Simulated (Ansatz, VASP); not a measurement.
# Two plane-wave programs on K

```
K
1.0
     1.81405    1.04734    8.87780
    -1.81405    1.04734    8.87780
     0.00000   -2.09469    8.87780
K
3
Direct
  0.00000 0.00000 0.00000
  0.77769 0.77769 0.77769
  0.22231 0.22231 0.22231
```

Alike in both runs: task single point; functional PBEsol; k mesh 6 × 6 × 6; occupations gaussian, width 0.1 eV; no spin polarisation.

|  | VASP | Ansatz |
| --- | --- | --- |
| version | VASP 6.6.1 | Ansatz 0.2.0 |
| potentials or method | VASP PAW PBE potentials, release 64 (K_sv), cutoff 520 eV | scalar-relativistic, plane waves, PAW |
| valence electrons in the cell | 27 | 27 |

```tsv
	VASP	Ansatz	Ansatz less VASP
gap on the k mesh at the Fermi level (eV)	none	none	-
pressure (GPa)	10.8	10.8	0.00
traceless stress, the component that is largest in VASP (GPa)	-0.26	-0.26	0.000
rms of the force components (eV/Å)	0.004	0.004	0.0000
```

VASP's potentials were made for PBE, not for PBEsol. Atom by atom the forces differ by 0.000 eV/Å (rms over components). A gap of «none» marks a metal or a gap that the smearing closes.
